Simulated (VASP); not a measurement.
# Hf4H3 (P3m1) in VASP: further runs, part 2 of 2

VASP 6.6.1. The steps go on from the part before.

### Step 5. Single point, PBE

Input file INCAR:

```
SYSTEM = Hf4H3
PREC     = Accurate       ! precision mode
ENCUT    = 520            ! plane-wave cutoff, eV
EDIFF    = 1E-7           ! SCF threshold, eV
ISMEAR   = 0              ! smearing method
SIGMA    = 0.1            ! smearing width, eV
LREAL    = .FALSE.        ! projectors in reciprocal space
LASPH    = .TRUE.         ! aspherical terms in the spheres
NELM     = 100            ! most SCF steps
ALGO     = Normal         ! electronic algorithm
ISIF     = 2              ! what is computed and relaxed
LWAVE    = .FALSE.        ! write WAVECAR
LCHARG   = .FALSE.        ! write CHGCAR
GGA      = PE             ! functional
NBANDS   = 30             ! bands
```

Input file KPOINTS:

```
Automatic mesh
0
G
  12 12 4
  0 0 0
```

Input file POSCAR:

```
Hf4H3
1.0
    3.2314777420      0.0000000000      0.0000000000
   -1.6157388710      2.7985418163      0.0000000000
    0.0000000000      0.0000000000     10.8169991084
Hf H
4 3
Direct
    0.0000000000      0.0000000000      0.9818644205
    0.3333333333      0.6666666667      0.2541310005
    0.6666666667      0.3333333333      0.5131354156
    0.3333333333      0.6666666667      0.7465533790
    0.3333333333      0.6666666667      0.0639981288
    0.0000000000      0.0000000000      0.1814821457
    0.6666666667      0.3333333333      0.3213355098
```

Potentials or basis: VASP PAW PBE potentials, release 64 (Hf_pv, H).

Launch:

```sh
$ cat potpaw_PBE.64/Hf_pv/POTCAR potpaw_PBE.64/H/POTCAR > POTCAR
$ mpirun -np 1 vasp_std > vasp.out
```

OUTCAR:

```text
SYSTEM = Hf4H3
   PREC = Accurate
   ENCUT = 520
   EDIFF = 1E-7
   ISMEAR = 0
   LREAL = .FALSE.
   LASPH = .TRUE.
   NELM = 100
   ISIF = 2
   GGA = PE

 ion  position               nearest neighbor table
   1  0.000  0.000  0.982-   5 2.07   5 2.07   5 2.07   6 2.16   4 3.16   4 3.16   4 3.16   2 3.49
                             2 3.49   2 3.49
   2  0.333  0.667  0.254-   7 2.00   7 2.00   7 2.00   6 2.02   6 2.02   6 2.02   5 2.06   3 3.37
                             3 3.37   3 3.37   1 3.49   1 3.49   1 3.49
   3  0.667  0.333  0.513-   7 2.07   4 3.14   4 3.14   4 3.14   2 3.37   2 3.37   2 3.37
   4  0.333  0.667  0.747-   3 3.14   3 3.14   3 3.14   1 3.16   1 3.16   1 3.16
   5  0.333  0.667  0.064-   2 2.06   1 2.07   1 2.07   1 2.07
   6  0.000  0.000  0.181-   2 2.02   2 2.02   2 2.02   1 2.16
   7  0.667  0.333  0.321-   2 2.00   2 2.00   2 2.00   3 2.07

  LATTYP: Found a hexagonal cell.
 ALAT       =     3.2314777420
 C/A-ratio  =     3.3473846865

  Lattice vectors:

 A1 = (   3.2314777420,   0.0000000000,   0.0000000000)
 A2 = (  -1.6157388710,   2.7985418163,   0.0000000000)
 A3 = (   0.0000000000,   0.0000000000,  10.8169991084)

Analysis of symmetry for initial positions (statically):
=====================================================================
 Subroutine PRICEL returns:
 Original cell was already a primitive cell.

 Routine SETGRP: Setting up the symmetry group for a
 hexagonal supercell.

 Subroutine GETGRP returns: Found  6 space group operations
 (whereof  6 operations were pure point group operations)
 out of a pool of 24 trial point group operations.

The static configuration has the point symmetry C_3v.

Analysis of symmetry for dynamics (positions and initial velocities):
=====================================================================
 Subroutine PRICEL returns:
 Original cell was already a primitive cell.

 Routine SETGRP: Setting up the symmetry group for a
 hexagonal supercell.

 Subroutine GETGRP returns: Found  6 space group operations
 (whereof  6 operations were pure point group operations)
 out of a pool of 24 trial point group operations.

The dynamic configuration has the point symmetry C_3v.

 Subroutine INISYM returns: Found  6 space group operations
 (whereof  6 operations are pure point group operations),
 and found     1 'primitive' translations

----------------------------------------------------------------------------------------

                                     Primitive cell

  volume of cell :      97.8227

  direct lattice vectors                    reciprocal lattice vectors
     3.231477742  0.000000000  0.000000000     0.309455945  0.178664473  0.000000000
    -1.615738871  2.798541816  0.000000000     0.000000000  0.357328947  0.000000000
     0.000000000  0.000000000 10.816999108     0.000000000  0.000000000  0.092447082

  length of vectors
     3.231477742  3.231477742 10.816999108     0.357328947  0.357328947  0.092447082

  position of ions in fractional coordinates (direct lattice)
     0.000000000  0.000000000  0.981864421
     0.333333333  0.666666667  0.254131001
     0.666666667  0.333333333  0.513135416
     0.333333333  0.666666667  0.746553379
     0.333333333  0.666666667  0.063998129
     0.000000000  0.000000000  0.181482146
     0.666666667  0.333333333  0.321335510

  ion indices of the primitive-cell ions
[... 33 lines left out ...]
 Found     69 irreducible k-points:

 Following reciprocal coordinates:
            Coordinates               Weight
  0.000000  0.000000  0.000000      1.000000
  0.083333  0.000000  0.000000      6.000000
  0.166667  0.000000  0.000000      6.000000
  0.250000  0.000000  0.000000      6.000000
  0.333333  0.000000  0.000000      6.000000
  0.416667  0.000000  0.000000      6.000000
[... 16 lines left out ...]
  0.166667  0.000000  0.250000      6.000000
  0.000000  0.166667  0.250000      6.000000
 [... further k-points ...]
   k-points           NKPTS =     69   k-points in BZ     NKDIM =     69   number of bands    NBANDS=     30
   number of dos      NEDOS =    301   number of ions     NIONS =      7
   total plane-waves  NPLWV =  46080
   dimension x,y,z NGX =    24 NGY =   24 NGZ =   80
   dimension x,y,z NGXF=    48 NGYF=   48 NGZF=  160
   ions per type =               4   3
   NGX,Y,Z   is equivalent  to a cutoff of  12.35, 12.35, 12.30 a.u.
   NGXF,Y,Z  is equivalent  to a cutoff of  24.69, 24.69, 24.59 a.u.
 SYSTEM =  Hf4H3
   PREC   = accura    normal or accurate (medium, high low for compatibility)
   ISTART =      0    job   : 0-new  1-cont  2-samecut
   ICHARG =      2    charge: 1-file 2-atom 10-const
   ISPIN  =      1    spin polarized calculation?
   LNONCOLLINEAR =      F non collinear calculations
   LSORBIT =      F    spin-orbit coupling
   LASPH  =      T    aspherical Exc in radial PAW
   ENCUT  =  520.0 eV  38.22 Ry    6.18 a.u.   6.01  6.01 20.11*2*pi/ulx,y,z
   NELM   =    100;   NELMIN=  2; NELMDL= -5     # of ELM steps
   EDIFF  = 0.1E-06   stopping-criterion for ELM
   LREAL  =      F    real-space projection
   EDIFFG = 0.1E-05   stopping-criterion for IOM
   NSW    =      0    number of steps for IOM
   IBRION =     -1    ionic relax: 0-MD 1-quasi-New 2-CG
   NFREE  =      0    steps in history (QN), initial steepest desc. (CG)
   ISIF   =      2    stress and relaxation
   ISYM   =      2    0-nonsym 1-usesym 2-fastsym
   POTIM  = 0.5000    time-step for ionic-motion
   TEBEG  =    0.0;   TEEND  =   0.0 temperature during run
   PSTRESS=    0.0 pullay stress
   NELECT =      43.0000    total number of electrons
   NUPDOWN=      -1.0000    fix difference up-down
   EMIN   =  10.00;   EMAX   =-10.00  energy-range for DOS
   EFERMI =   0.00;   METHOD = LEGACY
   ISMEAR =     0;   SIGMA  =   0.10  broadening in eV -4-tet -1-fermi 0-gaus
   EFERMI_NEDOS =   21; number of points for ismear=-14 and -15
   IALGO  =     38    algorithm
   IMIX   =      4    mixing-type and parameters
     AMIX     =   0.40;   BMIX     =  1.00
     AMIX_MAG =   1.60;   BMIX_MAG =  1.00
  volume/ion in A,a.u.               =      13.97        94.31
  Fermi-wavevector in a.u.,A,eV,Ry     =   1.244756  2.352249 21.081121  1.549419
  Thomas-Fermi vector in A             =   2.379009
   LORBIT       =      0    0 simple, 1 ext, 2 COOP (PROOUT), +10 PAW based schemes
   GGA     = PE    functional components
   LHFCALC =     F    Hartree Fock is set to
   AEXX    =    0.0000 exact exchange contribution
   IVDW    =     0    specifies the selected vdW correction
   LEPSILON=     F    determine dielectric tensor
   LRPA    =     F    only Hartree local field effects (RPA)
 non-spin polarized calculation
 Gauss-broadening in eV      SIGMA  =   0.10
  energy-cutoff  :      520.00
  volume of cell :       97.82
 maximum number of plane-waves:      2676
   NGX = 13   NGY = 13   NGZ = 41

 number of electron      43.0000003 magnetization

 Free energy of the ion-electron system (eV)
  ---------------------------------------------------
  ext. energy  EPLUGINS =         0.00000000
  ---------------------------------------------------
  free energy    TOTEN  =       -51.72400923 eV

  energy without entropy =      -51.69790150  energy(sigma->0) =      -51.71095536

 E-fermi :   4.6777     XC(G=0): -11.2194

 val. band max:        4.6755308021   @ k =   0.4167   0.0833   0.2500
 cond. band min:       4.6945233282   @ k =   0.4167   0.0833   0.0000
 fundamental gap:      0.0189925261
 Fermi energy:         4.6777337170

 k-point     1 :       0.0000    0.0000    0.0000
  band No.  band energies     occupation
      1     -26.3992      2.00000
      2     -26.1338      2.00000
      3     -26.0480      2.00000
      4     -26.0480      2.00000
      5     -26.0312      2.00000
      6     -25.7647      2.00000
[... 781 lines left out ...]
     29       7.0553      0.00000
     30       7.5319      0.00000

 [... further k-points ...]
[... 5 lines left out ...]
  --------------------------------------------------------------------------------------
  -------------------------------------------------------------------------------------
  Total       -0.3847223     -0.3847223     -0.3507676     -0.0000000      0.0000000      0.0000000
  in kB       -6.3011258     -6.3011258     -5.7450029     -0.0000000      0.0000000      0.0000000
  external PRESSURE =      -6.1157515 kB  Pullay stress =       0.0000000 kB

 VOLUME and BASIS-vectors are now :
 -----------------------------------------------------------------------------
  energy-cutoff  :      520.00
  volume of cell :       97.82
      direct lattice vectors                 reciprocal lattice vectors
     3.231477742  0.000000000  0.000000000     0.309455945  0.178664473  0.000000000
    -1.615738871  2.798541816  0.000000000     0.000000000  0.357328947  0.000000000
     0.000000000  0.000000000 10.816999108     0.000000000  0.000000000  0.092447082

 POSITION                                       TOTAL-FORCE (eV/Angst)
 -----------------------------------------------------------------------------------
      0.00000      0.00000     10.62083         0.000000     -0.000000      0.010817
     -0.00000      1.86569      2.74893        -0.000000      0.000000     -0.004988
      1.61574      0.93285      5.55059        -0.000000      0.000000      0.007103
     -0.00000      1.86569      8.07547        -0.000000      0.000000     -0.002596
     -0.00000      1.86569      0.69227        -0.000000      0.000000      0.000519
      0.00000      0.00000      1.96309         0.000000      0.000000      0.000494
      1.61574      0.93285      3.47589         0.000000     -0.000000     -0.011349
 -----------------------------------------------------------------------------------
    total drift:                                0.000000     -0.000000      0.000138

  FREE ENERGIE OF THE ION-ELECTRON SYSTEM (eV)
  ---------------------------------------------------
  free  energy   TOTEN  =       -51.7240092321 eV

  energy  without entropy=      -51.6979014964  energy(sigma->0) =      -51.71095536
```

It took 5.7 min on 1 thread of Oxide Virtual Turin-like, shared host; peak memory 0.27 GiB.

What came out:

```yaml
Free_energy: -51.7240 eV
Pressure: -0.6 GPa
Largest_force: 0.011 eV/Å
```

Forces on the atoms (eV/Å):
```
Hf   0.000  0.000  0.011
Hf   0.000  0.000 -0.005
Hf   0.000  0.000  0.007
Hf   0.000  0.000 -0.003
H    0.000  0.000  0.001
H    0.000  0.000  0.000
H    0.000  0.000 -0.011
```

Levels at points of the mesh, in eV from the Fermi level:
```
           k point  band 18  band 19  band 20  band 21  band 22  band 23  band 24  band 25  band 26  band 27
(0.00, 0.00, 0.00)    -1.42     0.22     0.38     0.38     0.96     0.96     1.14     1.50     1.50     1.63
(0.50, 0.00, 0.00)    -2.25    -1.68    -1.50    -0.79     0.17     0.88     1.16     1.29     2.36     2.53
(0.00, 0.00, 0.50)    -1.32     0.16     0.40     0.40     0.82     1.01     1.01     1.42     1.42     1.54
(0.50, 0.00, 0.50)    -2.56    -1.72    -1.20    -0.54     0.12     1.04     1.21     1.24     1.36     3.87
```

Caveat: spin-orbit coupling is left out, which moves the levels of the heavy elements.

### Step 6. The runs side by side

| task | cell | k mesh | cutoff (eV) | smearing | gap on the mesh (eV) | pressure (GPa) | largest force (eV/Å) |
| --- | --- | --- | --- | --- | --- | --- | --- |
| single point | a = 3.227, b = 3.227, c = 10.835 Å, angles 90.0, 90.0, 120.0°, 7 atoms | 6 × 6 × 2 | 520 | gaussian 0.2 eV | none | -0.6 | 0.04 |
| single point | a = 3.231, b = 3.231, c = 10.817 Å, angles 90.0, 90.0, 120.0°, 7 atoms | 6 × 6 × 2 | 520 | gaussian 0.2 eV | none | -0.7 | 0.05 |
| relaxation of cell and atoms | relaxed from a = 3.230, b = 3.230, c = 10.770 Å, angles 90.0, 90.0, 120.0°, 7 atoms | 6 × 6 × 2 | 600 | gaussian 0.2 eV | none | -0.4 | 0.07 |
| single point | a = 3.231, b = 3.231, c = 10.817 Å, angles 90.0, 90.0, 120.0°, 7 atoms | 12 × 12 × 4 | 520 | gaussian 0.1 eV | none | -0.6 | 0.01 |

Alike in all rows: level PBE; potentials or basis VASP PAW PBE potentials, release 64 (Hf_pv, H); no spin polarisation.

Caveats: some runs use coarse meshes; spin-orbit coupling is left out, which moves the levels of the heavy elements; the relaxation stopped at a loose force limit of 0.08 eV/Å, so its end isn't a converged minimum (some runs).

Total energies depend on the potentials used, so only differences within one code and one set of settings carry meaning.
